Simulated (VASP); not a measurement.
# YbB2 (P6/mmm) in VASP: further runs

The runs below take YbB2 through relaxation of cell and atoms, with PBE.

Everything below comes from runs of VASP 6.6.1. Logs are shortened: lines on timing, memory, paths and dates and some standing lists are left out, and cuts for length are marked.

**1. The cell of the first run**

The structure is hexagonal, space group P6/mmm (No. 191). Conventional cell: a = 3.250 Å, b = 3.250 Å, c = 3.732 Å, α = 90.00°, β = 90.00°, γ = 120.00°. Yb (site symmetry 6/mmm) has 12 B at 2.65 Å and 6 Yb at 3.25 Å within 3.5 Å. B (site symmetry -6m2) has 3 B at 1.88 Å within 2.5 Å.

**2. Relaxation of cell and atoms, PBE**

INCAR reads:

```
PREC     = Accurate       # precision mode
ENCUT    = 600            # plane-wave cutoff, eV
EDIFF    = 1E-6           # SCF threshold, eV
ISMEAR   = -1             # smearing method
SIGMA    = 0.1            # smearing width, eV
LREAL    = F              # projectors in reciprocal space
LASPH    = T              # aspherical terms in the spheres
NELM     = 100            # most SCF steps
ALGO     = Normal         # electronic algorithm
ISIF     = 3              # what is computed and relaxed
LWAVE    = F              # write WAVECAR
LCHARG   = F              # write CHGCAR
GGA      = PE             # functional
IBRION   = 2              # ionic algorithm
NSW      = 60             # ionic steps
EDIFFG   = -0.03          # ionic threshold
```

KPOINTS reads:

```
regular mesh
0
Gamma
  10 10 7
```

POSCAR reads:

```
YbB2
1.0
    3.2503000000      0.0000000000      0.0000000000
   -1.6251500000      2.8148423700      0.0000000000
    0.0000000000      0.0000000000      3.7315000000
Yb B
1 2
Direct
    0.0000000000      0.0000000000      0.0000000000
    0.3333333333      0.6666666667      0.5000000000
    0.6666666667      0.3333333333      0.5000000000
```

Potentials or basis: VASP PAW PBE potentials, release 64 (Yb, B).

Command:

```
$ cat potpaw_PBE.64/Yb/POTCAR potpaw_PBE.64/B/POTCAR > POTCAR
$ mpirun -np 1 vasp_std > vasp.out
```

OUTCAR:

```text
PREC = Accurate
   ENCUT = 600
   EDIFF = 1E-6
   ISMEAR = -1
   LREAL = F
   LASPH = T
   NELM = 100
   ISIF = 3
   GGA = PE
   IBRION = 2
   NSW = 60
   EDIFFG = -0.03

 ion  position               nearest neighbor table
   1  0.000  0.000  0.000-   2 2.65   3 2.65   2 2.65   3 2.65   3 2.65   3 2.65   2 2.65   2 2.65
                             3 2.65   3 2.65   2 2.65   2 2.65
   2  0.333  0.667  0.500-   3 1.88   3 1.88   3 1.88   1 2.65   1 2.65   1 2.65   1 2.65   1 2.65
                             1 2.65
   3  0.667  0.333  0.500-   2 1.88   2 1.88   2 1.88   1 2.65   1 2.65   1 2.65   1 2.65   1 2.65
                             1 2.65

  LATTYP: Found a hexagonal cell.
 ALAT       =     3.2503000000
 C/A-ratio  =     1.1480478725

  Lattice vectors:

 A1 = (   3.2503000000,   0.0000000000,   0.0000000000)
 A2 = (  -1.6251500000,   2.8148423700,   0.0000000000)
 A3 = (   0.0000000000,   0.0000000000,   3.7315000000)

Analysis of symmetry for initial positions (statically):
=====================================================================
 Subroutine PRICEL returns:
 Original cell was already a primitive cell.

 Routine SETGRP: Setting up the symmetry group for a
 hexagonal supercell.

 Subroutine GETGRP returns: Found 24 space group operations
 (whereof 24 operations were pure point group operations)
 out of a pool of 24 trial point group operations.

The static configuration has the point symmetry D_6h.

Analysis of symmetry for dynamics (positions and initial velocities):
=====================================================================
 Subroutine PRICEL returns:
 Original cell was already a primitive cell.

 Routine SETGRP: Setting up the symmetry group for a
 hexagonal supercell.

 Subroutine GETGRP returns: Found 24 space group operations
 (whereof 24 operations were pure point group operations)
 out of a pool of 24 trial point group operations.

The dynamic configuration has the point symmetry D_6h.

 Subroutine INISYM returns: Found 24 space group operations
 (whereof 24 operations are pure point group operations),
 and found     1 'primitive' translations

----------------------------------------------------------------------------------------

                                     Primitive cell

  volume of cell :      34.1398

[... 97 lines left out ...]
   ISYM   =      2    0-nonsym 1-usesym 2-fastsym
   POTIM  = 0.5000    time-step for ionic-motion
   TEBEG  =    0.0;   TEEND  =   0.0 temperature during run
   PSTRESS=    0.0 pullay stress
   NELECT =      30.0000    total number of electrons
   NUPDOWN=      -1.0000    fix difference up-down
   EMIN   =  10.00;   EMAX   =-10.00  energy-range for DOS
   EFERMI =   0.00;   METHOD = LEGACY
   ISMEAR =    -1;   SIGMA  =   0.10  broadening in eV -4-tet -1-fermi 0-gaus
   EFERMI_NEDOS =   21; number of points for ismear=-14 and -15
   IALGO  =     38    algorithm
   IMIX   =      4    mixing-type and parameters
     AMIX     =   0.40;   BMIX     =  1.00
     AMIX_MAG =   1.60;   BMIX_MAG =  1.00
  volume/ion in A,a.u.               =      11.38        76.80
  Fermi-wavevector in a.u.,A,eV,Ry     =   1.568056  2.963196 33.454003  2.458800
  Thomas-Fermi vector in A             =   2.670144
   LORBIT       =      0    0 simple, 1 ext, 2 COOP (PROOUT), +10 PAW based schemes
   GGA     = PE    functional components
   LHFCALC =     F    Hartree Fock is set to
   AEXX    =    0.0000 exact exchange contribution
   IVDW    =     0    specifies the selected vdW correction
   LEPSILON=     F    determine dielectric tensor
   LRPA    =     F    only Hartree local field effects (RPA)
 conjugate gradient relaxation of ions
 non-spin polarized calculation
  energy-cutoff  :      600.00
  volume of cell :       34.14
 maximum number of plane-waves:      1161
 NGX is ok and might be reduce to    28
   NGX = 13   NGY = 13   NGZ = 15

--------------------------------------- Ionic step        1  -------------------------------------------

 number of electron      29.9999995 magnetization

 Free energy of the ion-electron system (eV)
  ---------------------------------------------------
  ext. energy  EPLUGINS =         0.00000000
  ---------------------------------------------------
  free energy    TOTEN  =       -18.17015961 eV

  energy without entropy =      -18.03458940  energy(sigma->0) =      -18.10237450

------------------------ aborting loop because EDIFF is reached ----------------------------------------

  FORCE on cell =-STRESS in cart. coord.  units (eV):
  Direction    XX          YY          ZZ          XY          YZ          ZX
  --------------------------------------------------------------------------------------
  -------------------------------------------------------------------------------------
  Total        0.1492248      0.1492248      1.9495219      0.0000000     -0.0000000      0.0000000
  in kB        7.0031054      7.0031054     91.4908621      0.0000000     -0.0000000      0.0000000
  external PRESSURE =      35.1656909 kB  Pullay stress =       0.0000000 kB
[... 172 lines left out ...]
--------------------------------------- Ionic step        6  -------------------------------------------

 number of electron      29.9999991 magnetization

 Free energy of the ion-electron system (eV)
  ---------------------------------------------------
  ext. energy  EPLUGINS =         0.00000000
  ---------------------------------------------------
  free energy    TOTEN  =       -18.19790436 eV

  energy without entropy =      -18.06508051  energy(sigma->0) =      -18.13149243

 E-fermi :   4.0045     XC(G=0): -12.1972

 val. band max:        3.9759545717   @ k =   0.1000   0.0000   0.2857
 cond. band min:       4.0072092774   @ k =   0.4000  -0.0000   0.2857
 fundamental gap:      0.0312547056
 Fermi energy:         4.0044829938

 k-point     1 :       0.0000    0.0000    0.0000
  band No.  band energies     occupation
      1     -46.9693      2.00000
      2     -19.1733      2.00000
      3     -18.7895      2.00000
      4     -18.7895      2.00000
      5      -7.0653      2.00000
      6       2.3187      2.00000
[... 505 lines left out ...]
      6      -2.2321      2.00000
[... 11 lines left out ...]
     18      10.4667      0.00000
     19      10.5677      0.00000

 [... further k-points ...]

------------------------ aborting loop because EDIFF is reached ----------------------------------------

  FORCE on cell =-STRESS in cart. coord.  units (eV):
  Direction    XX          YY          ZZ          XY          YZ          ZX
  --------------------------------------------------------------------------------------
  -------------------------------------------------------------------------------------
  Total        0.0203264      0.0203264     -0.0368089      0.0000000      0.0000000      0.0000000
  in kB        0.9345202      0.9345202     -1.6923113      0.0000000      0.0000000      0.0000000
  external PRESSURE =       0.0589097 kB  Pullay stress =       0.0000000 kB
[... 18 lines left out ...]
  FREE ENERGIE OF THE ION-ELECTRON SYSTEM (eV)
  ---------------------------------------------------
  free  energy   TOTEN  =       -18.1979043601 eV

  energy  without entropy=      -18.0650805096  energy(sigma->0) =      -18.13149243

 reached required accuracy - stopping structural energy minimisation
```

OSZICAR:

```text
N       E                     dE             d eps       ncg     rms          rms(c)
DAV:   1     0.155052621068E+03    0.15505E+03   -0.12327E+04  2689   0.115E+04
DAV:   2     0.476866306819E+01   -0.15028E+03   -0.14368E+03  2656   0.676E+02
DAV:   3    -0.187495355582E+02   -0.23518E+02   -0.22242E+02  3061   0.177E+02
[... 144 lines left out ...]
DAV:   4    -0.181979259169E+02    0.16408E-03   -0.20052E-03  3785   0.162E+00    0.677E-02
DAV:   5    -0.181979301462E+02   -0.42294E-05   -0.23589E-04  3904   0.585E-01    0.804E-02
DAV:   6    -0.181979022878E+02    0.27858E-04   -0.14604E-04  3743   0.479E-01    0.288E-02
DAV:   7    -0.181979035339E+02   -0.12461E-05   -0.12642E-05  3822   0.530E-02    0.246E-02
DAV:   8    -0.181979043601E+02   -0.82616E-06   -0.18178E-06  1780   0.633E-02
   6 F= -.18197904E+02 E0= -.18131492E+02  d E =-.419654E-02
```

Run time: 14 min. Hardware: 1 thread of Intel Xeon 8259CL, shared host; peak memory 0.22 GiB.

Results:

- Free energy: -18.1979 eV
- Relaxed volume: 11.62 Å³/atom
- Relaxed cell: a = 3.232 Å, b = 3.232 Å, c = 3.853 Å, α = 90.00°, β = 90.00°, γ = 120.00°
- Space group after relaxing (to 0.1 Å): P6/mmm (No. 191)
- Energy gained by relaxing: 9.2 meV/atom
- Ionic steps: 6
- Pressure after relaxing: 0.0 GPa
- Band gap on the k mesh: zero (bands 15 and 16 overlap by 1.24 eV)

The path:
| step | energy change (eV) | largest force (eV/Å) | pressure (GPa) | volume (Å³) |
| --- | --- | --- | --- | --- |
| 1 | 0.0000 | 0.0000 | 3.52 | 34.14 |
| 2 | -0.0229 | 0.0000 | -2.11 | 35.38 |
| 3 | -0.0235 | 0.0000 | -1.67 | 35.18 |
| 4 | -0.0276 | 0.0000 | 0.03 | 34.81 |
| 5 | -0.0278 | 0.0000 | -0.48 | 34.87 |
| 6 | -0.0277 | 0.0000 | 0.01 | 34.85 |

Final structure:
```
CELL_PARAMETERS angstrom
3.23163 0.00000 0.00000
-1.61581 2.79867 0.00000
0.00000 0.00000 3.85310
ATOMIC_POSITIONS crystal
Yb 0.00000 0.00000 0.00000
B 0.33333 0.66667 0.50000
B 0.66667 0.33333 0.50000
```

Caveat: spin-orbit coupling is left out, which moves the levels of the heavy elements. Spin polarisation is off, so any magnetic state and its effect on volume and gap are missing.

(Continued in part 2 of 2.)

The gap in the log of VASP goes by the Fermi energy; the results here count the filled bands.